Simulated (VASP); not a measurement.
Wanted: the native input for a VASP 6.6.1 run.

```yaml
Task: single point
Functional: PBE
Potentials_or_basis: VASP PAW PBE potentials, release 64 (Sn_d, O)
Cutoff: 520 eV
k_mesh: 7 × 7 × 6
Occupations: fermi-dirac, width 0.05 eV
Spin: no spin polarisation
Dipole_correction: no
Further_INCAR_settings: ALGO = Normal; EDIFF = 1e-06; NBANDS = 28
```

The structure of SnO lies in POSCAR:

```
SnO
1.0
    3.8682795928      0.0000000000      0.0000000000
    0.0000000000      3.8682795928      0.0000000000
    0.0000000000      0.0000000000      5.0665286087
Sn O
2 2
Direct
    0.5000000000      0.0000000000      0.7712320564
    0.0000000000      0.5000000000      0.2287679436
    0.0000000000      0.0000000000      0.0000000000
    0.5000000000      0.5000000000      0.0000000000
```

These files were run (other wordings do the same):

INCAR

```
SYSTEM = SnO
ALGO = Normal
EDIFF = 1E-6
ENCUT = 520
GGA = PE
ISIF = 2
ISMEAR = -1
LASPH = .TRUE.
LCHARG = .FALSE.
LREAL = .FALSE.
LWAVE = .FALSE.
NBANDS = 28
NELM = 60
PREC = Accurate
SIGMA = 0.05
```

KPOINTS

```
k-points
0
G
  7 7 6
  0 0 0
```

Potentials or basis: VASP PAW PBE potentials, release 64 (Sn_d, O).

Run with:

```bash
$ cat potpaw_PBE.64/Sn_d/POTCAR potpaw_PBE.64/O/POTCAR > POTCAR
$ mpirun -np 1 vasp_std > vasp.out
```

Results of the run:

- Pressure: 0.2 GPa
- Largest force: 0.076 eV/Å
- Band gap on the k mesh: 0.72 eV, indirect (least direct gap 1.91 eV)

Caveat: spin-orbit coupling is left out, which moves the levels of the heavy elements.

Wall time 34 s on 1 thread of Intel(R) Xeon(R) 6975P-C (Granite Rapids) (shared host), peak memory 0.21 GiB.
